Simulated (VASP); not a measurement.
# BrH in VASP: notebook

Aim: see how the results for BrH move with the level of theory and the settings. Levels: PBEsol, revPBE+D3(BJ), PBE+D4, r2SCAN. Tasks: single point.

All numbers are computed with VASP 6.6.1; they aren't measurements. Logs are shortened: lines on timing, memory, paths and dates and some standing lists are left out, and cuts for length are marked.

## (1) The cell of the first run

The cell holds a molecule in a box, 2 atoms: a = 11.702 Å, b = 12.202 Å, c = 12.702 Å, α = 90.00°, β = 90.00°, γ = 90.00°.

## (2) Single point, PBEsol

File INCAR:

```
SYSTEM = HBr
PREC = Accurate ; ENCUT = 400
EDIFF = 1E-6 ; ISMEAR = 0
SIGMA = 0.005 ; LREAL = .FALSE.
LASPH = .TRUE. ; NELM = 120
ALGO = Normal ; ISIF = 2
LWAVE = .FALSE. ; LCHARG = .FALSE.
GGA = PS ; NBANDS = 11
GGA_COMPAT = .FALSE. ; NELMDL = -8
```

File KPOINTS:

```
regular mesh
0
G
  1 1 1
  0 0 0
```

File POSCAR:

```
HBr
1.0
   11.7015812861      0.0000000000      0.0000000000
    0.0000000000     12.2015812861      0.0000000000
    0.0000000000      0.0000000000     12.7015812861
Br H
1 1
Direct
    0.5332239300      0.5206789100      0.4517164100
    0.4770437700      0.4930923800      0.5482870400
```

Potentials or basis: VASP PAW PBE potentials, release 64 (Br, H).

The run is started by

```bash
cat potpaw_PBE.64/Br/POTCAR potpaw_PBE.64/H/POTCAR > POTCAR
mpirun -np 1 vasp_gam > vasp.out
```

OUTCAR:

```text
SYSTEM = HBr
   PREC = Accurate
   ENCUT = 400
   EDIFF = 1E-6
   ISMEAR = 0
   LREAL = .FALSE.
   LASPH = .TRUE.
   NELM = 120
   ISIF = 2
   GGA = PS
   NELMDL = -8

 ion  position               nearest neighbor table
   1  0.533  0.521  0.452-   2 1.43
   2  0.477  0.493  0.548-   1 1.43

  LATTYP: Found a simple orthorhombic cell.
 ALAT       =    11.7015812861
 B/A-ratio  =     1.0427292678
 C/A-ratio  =     1.0854585355

  Lattice vectors:

 A1 = (  11.7015812861,   0.0000000000,   0.0000000000)
 A2 = (   0.0000000000,  12.2015812861,   0.0000000000)
 A3 = (   0.0000000000,   0.0000000000,  12.7015812861)

Analysis of symmetry for initial positions (statically):
=====================================================================
 Subroutine PRICEL returns:
 Original cell was already a primitive cell.

 Routine SETGRP: Setting up the symmetry group for a
 simple orthorhombic supercell.

 Subroutine GETGRP returns: Found  1 space group operations
 (whereof  1 operations were pure point group operations)
 out of a pool of  8 trial point group operations.

The static configuration has the point symmetry C_1 .

Analysis of symmetry for dynamics (positions and initial velocities):
=====================================================================
 Subroutine PRICEL returns:
 Original cell was already a primitive cell.

 Routine SETGRP: Setting up the symmetry group for a
 simple orthorhombic supercell.

 Subroutine GETGRP returns: Found  1 space group operations
 (whereof  1 operations were pure point group operations)
 out of a pool of  8 trial point group operations.

The dynamic configuration has the point symmetry C_1 .

 Subroutine INISYM returns: Found  1 space group operations
 (whereof  1 operations are pure point group operations),
 and found     1 'primitive' translations

----------------------------------------------------------------------------------------

                                     Primitive cell

  volume of cell :    1813.5038

  direct lattice vectors                    reciprocal lattice vectors
    11.701581286  0.000000000  0.000000000     0.085458536  0.000000000  0.000000000
     0.000000000 12.201581286  0.000000000     0.000000000  0.081956590  0.000000000
     0.000000000  0.000000000 12.701581286     0.000000000  0.000000000  0.078730355

  length of vectors
    11.701581286 12.201581286 12.701581286     0.085458536  0.081956590  0.078730355

  position of ions in fractional coordinates (direct lattice)
     0.533223930  0.520678910  0.451716410
     0.477043770  0.493092380  0.548287040

  ion indices of the primitive-cell ions
   primitive index   ion index
                 1           1
                 2           2

----------------------------------------------------------------------------------------

 KPOINTS: regular mesh

Automatic generation of k-mesh.
 Grid dimensions read from file:
 generate k-points for:    1    1    1

 Generating k-lattice:

  Cartesian coordinates                     Fractional coordinates (reciprocal lattice)
     0.085458536  0.000000000  0.000000000     1.000000000  0.000000000  0.000000000
     0.000000000  0.081956590  0.000000000     0.000000000  1.000000000  0.000000000
     0.000000000  0.000000000  0.078730355     0.000000000  0.000000000  1.000000000

  Length of vectors
     0.085458536  0.081956590  0.078730355

  Shift w.r.t. Gamma in fractional coordinates (k-lattice)
     0.000000000  0.000000000  0.000000000

 Subroutine IBZKPT returns following result:
 ===========================================

 Found      1 irreducible k-points:

 Following reciprocal coordinates:
            Coordinates               Weight
  0.000000  0.000000  0.000000      1.000000
   k-points           NKPTS =      1   k-points in BZ     NKDIM =      1   number of bands    NBANDS=     11
   number of dos      NEDOS =    301   number of ions     NIONS =      2
   total plane-waves  NPLWV = 537600
   dimension x,y,z NGX =    80 NGY =   80 NGZ =   84
   dimension x,y,z NGXF=   160 NGYF=  160 NGZF=  168
   ions per type =               1   1
   NGX,Y,Z   is equivalent  to a cutoff of  11.37, 10.90, 10.99 a.u.
   NGXF,Y,Z  is equivalent  to a cutoff of  22.73, 21.80, 21.99 a.u.
 SYSTEM =  HBr
   PREC   = accura    normal or accurate (medium, high low for compatibility)
   ISTART =      0    job   : 0-new  1-cont  2-samecut
   ICHARG =      2    charge: 1-file 2-atom 10-const
   ISPIN  =      1    spin polarized calculation?
   LNONCOLLINEAR =      F non collinear calculations
   LSORBIT =      F    spin-orbit coupling
   LASPH  =      T    aspherical Exc in radial PAW
   ENCUT  =  400.0 eV  29.40 Ry    5.42 a.u.  19.08 19.90 20.71*2*pi/ulx,y,z
   NELM   =    120;   NELMIN=  2; NELMDL= -8     # of ELM steps
   EDIFF  = 0.1E-05   stopping-criterion for ELM
   LREAL  =      F    real-space projection
   EDIFFG = 0.1E-04   stopping-criterion for IOM
   NSW    =      0    number of steps for IOM
   IBRION =     -1    ionic relax: 0-MD 1-quasi-New 2-CG
   NFREE  =      0    steps in history (QN), initial steepest desc. (CG)
   ISIF   =      2    stress and relaxation
   ISYM   =      2    0-nonsym 1-usesym 2-fastsym
   POTIM  = 0.5000    time-step for ionic-motion
   TEBEG  =    0.0;   TEEND  =   0.0 temperature during run
   PSTRESS=    0.0 pullay stress
   NELECT =       8.0000    total number of electrons
   NUPDOWN=      -1.0000    fix difference up-down
   EMIN   =  10.00;   EMAX   =-10.00  energy-range for DOS
   EFERMI =   0.00;   METHOD = LEGACY
   ISMEAR =     0;   SIGMA  =   0.01  broadening in eV -4-tet -1-fermi 0-gaus
   EFERMI_NEDOS =   21; number of points for ismear=-14 and -15
   IALGO  =     38    algorithm
   IMIX   =      4    mixing-type and parameters
     AMIX     =   0.40;   BMIX     =  1.00
     AMIX_MAG =   1.60;   BMIX_MAG =  1.00
  volume/ion in A,a.u.               =     906.75      6119.06
  Fermi-wavevector in a.u.,A,eV,Ry     =   0.268492  0.507377  0.980819  0.072088
  Thomas-Fermi vector in A             =   1.104892
   LORBIT       =      0    0 simple, 1 ext, 2 COOP (PROOUT), +10 PAW based schemes
   GGA     = PS    functional components
   LHFCALC =     F    Hartree Fock is set to
   AEXX    =    0.0000 exact exchange contribution
   IVDW    =     0    specifies the selected vdW correction
   LEPSILON=     F    determine dielectric tensor
   LRPA    =     F    only Hartree local field effects (RPA)
 non-spin polarized calculation
 Gauss-broadening in eV      SIGMA  =   0.01
  energy-cutoff  :      400.00
  volume of cell :     1813.50
 maximum number of plane-waves:     16463
 NGX is ok and might be reduce to    80
   NGX = 39   NGY = 39   NGZ = 41

 number of electron       7.9999998 magnetization

 Free energy of the ion-electron system (eV)
  ---------------------------------------------------
  ext. energy  EPLUGINS =         0.00000000
  ---------------------------------------------------
  free energy    TOTEN  =        -5.40570924 eV

  energy without entropy =       -5.40570924  energy(sigma->0) =       -5.40570924

 E-fermi :  -7.2592     XC(G=0):  -0.4423

 val. band max:       -7.2916068481   @ k =   0.0000   0.0000   0.0000
 cond. band min:      -1.3320251308   @ k =   0.0000   0.0000   0.0000
 fundamental gap:      5.9595817173
 Fermi energy:        -7.2592413681

 k-point     1 :       0.0000    0.0000    0.0000
  band No.  band energies     occupation
      1     -20.3560      2.00000
      2     -10.9200      2.00000
      3      -7.2919      2.00000
      4      -7.2916      2.00000
      5      -1.3320      0.00000
      6      -0.0298      0.00000
      7       0.6775      0.00000
      8       0.7200      0.00000
      9       0.8017      0.00000
     10       0.8661      0.00000
     11       0.9540      0.00000

------------------------ aborting loop because EDIFF is reached ----------------------------------------

  FORCE on cell =-STRESS in cart. coord.  units (eV):
  Direction    XX          YY          ZZ          XY          YZ          ZX
  --------------------------------------------------------------------------------------
  -------------------------------------------------------------------------------------
  Total       -0.0583105     -0.0625677     -0.0453201      0.0033607     -0.0058378     -0.0116622
  in kB       -0.0515156     -0.0552768     -0.0400390      0.0029691     -0.0051575     -0.0103032
  external PRESSURE =      -0.0489438 kB  Pullay stress =       0.0000000 kB

 VOLUME and BASIS-vectors are now :
 -----------------------------------------------------------------------------
  energy-cutoff  :      400.00
  volume of cell :     1813.50
      direct lattice vectors                 reciprocal lattice vectors
    11.701581286  0.000000000  0.000000000     0.085458536  0.000000000  0.000000000
     0.000000000 12.201581286  0.000000000     0.000000000  0.081956590  0.000000000
     0.000000000  0.000000000 12.701581286     0.000000000  0.000000000  0.078730355

 POSITION                                       TOTAL-FORCE (eV/Angst)
 -----------------------------------------------------------------------------------
      6.23956      6.35311      5.73751         0.006882      0.003644     -0.011842
      5.58217      6.01651      6.96411        -0.006882     -0.003644      0.011842
 -----------------------------------------------------------------------------------
    total drift:                               -0.000174      0.000211     -0.000011

  FREE ENERGIE OF THE ION-ELECTRON SYSTEM (eV)
  ---------------------------------------------------
  free  energy   TOTEN  =        -5.4057092415 eV

  energy  without entropy=       -5.4057092415  energy(sigma->0) =       -5.40570924
```

Wall time 2.7 min (1 thread of Intel Xeon 8259CL, shared host); peak memory 0.91 GiB.

What came out:

```yaml
Free_energy: -5.4057 eV
Largest_force: 0.014 eV/Å
Gap_between_the_frontier_levels: 5.96 eV
```

Forces in eV/Å, atoms in the order of the input:
```
Br   0.007  0.004 -0.012
H   -0.007 -0.004  0.012
```

Caveat: the PAW data sets were made with another functional, which shifts forces and pressure a little.

## (3) Single point, revPBE+D3(BJ)

File INCAR:

```
SYSTEM = HBr
  PREC = Accurate
  ENCUT = 400
  EDIFF = 1E-6
  ISMEAR = 0
  SIGMA = 0.005
  LREAL = .FALSE.
  LASPH = .TRUE.
  NELM = 120
  ALGO = Normal
  ISIF = 2
  LWAVE = .FALSE.
  LCHARG = .TRUE.
  GGA = RE
  IVDW = 12
  LELF = .TRUE.
  LVHAR = .TRUE.
  NBANDS = 11
  GGA_COMPAT = .FALSE.
  NELMDL = -8
```

File KPOINTS:

```
Automatic mesh
0
G
  1 1 1
  0 0 0
```

POSCAR is that of step 2.

Potentials or basis: VASP PAW PBE potentials, release 64 (Br, H).

The run is started by

```bash
cat potpaw_PBE.64/Br/POTCAR potpaw_PBE.64/H/POTCAR > POTCAR
mpirun -np 1 vasp_gam > vasp.out
```

Run time: 3.1 min. Hardware: 1 thread of Intel Xeon 8259CL, shared host; peak memory 0.92 GiB.

It converged, with:

```yaml
Free_energy: -5.4210 eV
Largest_force: 0.033 eV/Å
Gap_between_the_frontier_levels: 5.88 eV
Dispersion_energy_per_atom: -0.014 eV
```

Forces on the atoms (eV/Å):
```
Br   0.016  0.008 -0.028
H   -0.016 -0.008  0.028
```

Levels at points of the mesh, in eV from the valence-band top:
```tsv
k point	band 1	band 2	band 3	band 4	band 5	band 6	band 7	band 8	band 9
(0.00, 0.00, 0.00)	-13.05	-3.67	0.00	0.00	5.88	7.17	7.83	7.93	7.96
```

Caveat: the PAW data sets were made with another functional, which shifts forces and pressure a little.

## (4) Single point, PBE+D4

File INCAR:

```
SYSTEM = HBr
  PREC = Accurate
  ENCUT = 400
  EDIFF = 1E-6
  ISMEAR = 0
  SIGMA = 0.005
  LREAL = .False.
  LASPH = .True.
  NELM = 120
  ALGO = Normal
  ISIF = 2
  LWAVE = .False.
  LCHARG = .False.
  GGA = PE
  IVDW = 13
  NBANDS = 11
  GGA_COMPAT = .False.
  NELMDL = -8
```

File KPOINTS:

```
regular mesh
0
Gamma
  1 1 1
  0 0 0
```

POSCAR is that of step 3.

The run is started by

```bash
cat potpaw_PBE.64/Br/POTCAR potpaw_PBE.64/H/POTCAR > POTCAR
mpirun -np 1 vasp_gam > vasp.out
```

It took 2.1 min on 1 thread of Intel Xeon 8259CL, shared host; peak memory 0.91 GiB.

Results (log left out):

- Free energy: -5.3907 eV
- Largest force: 0.018 eV/Å
- Gap between the frontier levels: 5.90 eV
- Dispersion energy per atom: -0.003 eV

Forces on the atoms (eV/Å):
```
Br   0.009  0.005 -0.015
H   -0.009 -0.005  0.015
```

Levels at points of the mesh, in eV from the valence-band top:
```
           k point  band 2  band 3  band 4  band 5  band 6  band 7
(0.00, 0.00, 0.00)   -3.66    0.00    0.00    5.90    7.24    7.94
```

## (5) Single point, r2SCAN

POSCAR is that of step 4.

File INCAR.step1:

```
SYSTEM = HBr
PREC = Accurate
ENCUT = 440
ISMEAR = 0
SIGMA = 0.005
LREAL = .FALSE.
LASPH = .TRUE.
NELM = 120
NBANDS = 11
GGA = PE
ALGO = Normal
EDIFF = 1E-5
LWAVE = .TRUE.
LCHARG = .FALSE.
GGA_COMPAT = .FALSE.
NELMDL = -8
```

File INCAR.step2:

```
SYSTEM = HBr
PREC = Accurate
ENCUT = 440
EDIFF = 1E-6
ISMEAR = 0
SIGMA = 0.005
LREAL = .FALSE.
LASPH = .TRUE.
NELM = 120
ALGO = Normal
ISIF = 2
LWAVE = .FALSE.
LCHARG = .FALSE.
METAGGA = R2SCAN
LMIXTAU = .TRUE.
NBANDS = 11
ISTART = 1
GGA_COMPAT = .FALSE.
```

File KPOINTS:

```
Automatic mesh
0
G
  1 1 1
  0 0 0
```

Potentials or basis: VASP PAW PBE potentials, release 64 (Br, H).

The run is started by

```bash
cat potpaw_PBE.64/Br/POTCAR potpaw_PBE.64/H/POTCAR > POTCAR
cp INCAR.step1 INCAR
mpirun -np 1 vasp_gam > vasp.out
cp INCAR.step2 INCAR
mpirun -np 1 vasp_gam > vasp.out
```

OUTCAR:

```text
SYSTEM = HBr
   PREC = Accurate
   ENCUT = 440
   EDIFF = 1E-6
   ISMEAR = 0
   LREAL = .FALSE.
   LASPH = .TRUE.
   NELM = 120
   ISIF = 2
   METAGGA = R2SCAN
   ISTART = 1

 ion  position               nearest neighbor table
   1  0.533  0.521  0.452-   2 1.43
   2  0.477  0.493  0.548-   1 1.43

  LATTYP: Found a simple orthorhombic cell.
 ALAT       =    11.7015812861
 B/A-ratio  =     1.0427292678
 C/A-ratio  =     1.0854585355

  Lattice vectors:

 A1 = (  11.7015812861,   0.0000000000,   0.0000000000)
 A2 = (   0.0000000000,  12.2015812861,   0.0000000000)
 A3 = (   0.0000000000,   0.0000000000,  12.7015812861)

Analysis of symmetry for initial positions (statically):
=====================================================================
 Subroutine PRICEL returns:
 Original cell was already a primitive cell.

 Routine SETGRP: Setting up the symmetry group for a
 simple orthorhombic supercell.

 Subroutine GETGRP returns: Found  1 space group operations
 (whereof  1 operations were pure point group operations)
 out of a pool of  8 trial point group operations.
[... 135 lines left out ...]
  free energy    TOTEN  =       -17.06347689 eV

  energy without entropy =      -17.06347689  energy(sigma->0) =      -17.06347689

 E-fermi :  -7.5876     XC(G=0):  -0.2846

 val. band max:       -7.6235392786   @ k =   0.0000   0.0000   0.0000
 cond. band min:      -0.9135146300   @ k =   0.0000   0.0000   0.0000
 fundamental gap:      6.7100246486
 Fermi energy:        -7.5876392773

 k-point     1 :       0.0000    0.0000    0.0000
  band No.  band energies     occupation
      1     -21.1663      2.00000
      2     -11.3877      2.00000
      3      -7.6238      2.00000
      4      -7.6235      2.00000
      5      -0.9135      0.00000
      6       0.1641      0.00000
      7       0.9658      0.00000
      8       0.9768      0.00000
      9       1.0759      0.00000
     10       1.1178      0.00000
     11       1.1609      0.00000

------------------------ aborting loop because EDIFF is reached ----------------------------------------

  FORCE on cell =-STRESS in cart. coord.  units (eV):
  Direction    XX          YY          ZZ          XY          YZ          ZX
  --------------------------------------------------------------------------------------
  -------------------------------------------------------------------------------------
  Total       -0.1267122     -0.0615699     -0.3458665     -0.0446886      0.0838418      0.1635945
  in kB       -0.1119465     -0.0543952     -0.3055629     -0.0394811      0.0740718      0.1445309
  external PRESSURE =      -0.1573015 kB  Pullay stress =       0.0000000 kB

 VOLUME and BASIS-vectors are now :
 -----------------------------------------------------------------------------
  energy-cutoff  :      440.00
  volume of cell :     1813.50
      direct lattice vectors                 reciprocal lattice vectors
    11.701581286  0.000000000  0.000000000     0.085458536  0.000000000  0.000000000
     0.000000000 12.201581286  0.000000000     0.000000000  0.081956590  0.000000000
     0.000000000  0.000000000 12.701581286     0.000000000  0.000000000  0.078730355

 POSITION                                       TOTAL-FORCE (eV/Angst)
 -----------------------------------------------------------------------------------
      6.23956      6.35311      5.73751        -0.134350     -0.069553      0.252681
      5.58217      6.01651      6.96411         0.134350      0.069553     -0.252681
 -----------------------------------------------------------------------------------
    total drift:                                0.000127     -0.000946      0.000778

  FREE ENERGIE OF THE ION-ELECTRON SYSTEM (eV)
  ---------------------------------------------------
  free  energy   TOTEN  =       -17.0634768944 eV

  energy  without entropy=      -17.0634768944  energy(sigma->0) =      -17.06347689
```

OUTCAR.step1:

```text
SYSTEM = HBr
   PREC = Accurate
   ENCUT = 440
   ISMEAR = 0
   LREAL = .FALSE.
   LASPH = .TRUE.
[... 212 lines left out ...]
      6.23956      6.35311      5.73751         0.004001      0.001964     -0.006187
      5.58217      6.01651      6.96411        -0.004001     -0.001964      0.006187
 -----------------------------------------------------------------------------------
    total drift:                               -0.000089      0.000059      0.000194

  FREE ENERGIE OF THE ION-ELECTRON SYSTEM (eV)
  ---------------------------------------------------
  free  energy   TOTEN  =        -5.3852280533 eV

  energy  without entropy=       -5.3852280533  energy(sigma->0) =       -5.38522805
```

OSZICAR.step1:

```text
N       E                     dE             d eps       ncg     rms          rms(c)
DAV:   1     0.527172159967E+02    0.52717E+02   -0.15281E+03    30   0.308E+02
DAV:   2     0.366962316755E+01   -0.49048E+02   -0.48772E+02    44   0.545E+01
DAV:   3    -0.524712236271E+01   -0.89167E+01   -0.88979E+01    25   0.361E+01
[... 14 lines left out ...]
DAV:  18    -0.538503527365E+01   -0.76205E-04   -0.28108E-06    36   0.632E-03    0.317E-03
DAV:  19    -0.538518605220E+01   -0.15078E-03   -0.13457E-05    22   0.126E-02    0.294E-03
DAV:  20    -0.538519939490E+01   -0.13343E-04   -0.35265E-07    36   0.231E-03    0.101E-03
DAV:  21    -0.538522590885E+01   -0.26514E-04   -0.10416E-06    22   0.343E-03    0.720E-04
DAV:  22    -0.538522805326E+01   -0.21444E-05   -0.50064E-08    36   0.855E-04
   1 F= -.53852281E+01 E0= -.53852281E+01  d E =-.103103E-36
```

Wall time 9.1 min (1 thread of Intel Xeon 8259CL, shared host); peak memory 1.2 GiB.

What came out:

```yaml
Free_energy: -17.0635 eV
Largest_force: 0.295 eV/Å
Gap_between_the_frontier_levels: 6.71 eV
```

Forces on the atoms (eV/Å):
```
Br  -0.134 -0.070  0.253
H    0.134  0.070 -0.253
```

Caveat: the PAW data sets were made with another functional, which shifts forces and pressure a little.

## (6) Overview

| level | cutoff (eV) | gap on the mesh (eV) | largest force (eV/Å) |
| --- | --- | --- | --- |
| PBEsol | 400 | 5.96 | 0.01 |
| revPBE+D3(BJ) | 400 | 5.88 | 0.03 |
| PBE+D4 | 400 | 5.90 | 0.02 |
| r2SCAN | 440 | 6.71 | 0.29 |

Alike in all rows: task single point; potentials or basis VASP PAW PBE potentials, release 64 (Br, H); no spin polarisation; cell as given; k mesh 1 × 1 × 1; smearing gaussian 0.005 eV.

On the cell as given the gap runs from 5.88 eV (revPBE+D3(BJ)) to 6.71 eV (r2SCAN).

Caveats: the PAW data sets were made with another functional, which shifts forces and pressure a little (at least some runs).

Absolute energies hang on the potentials; compare differences alone.
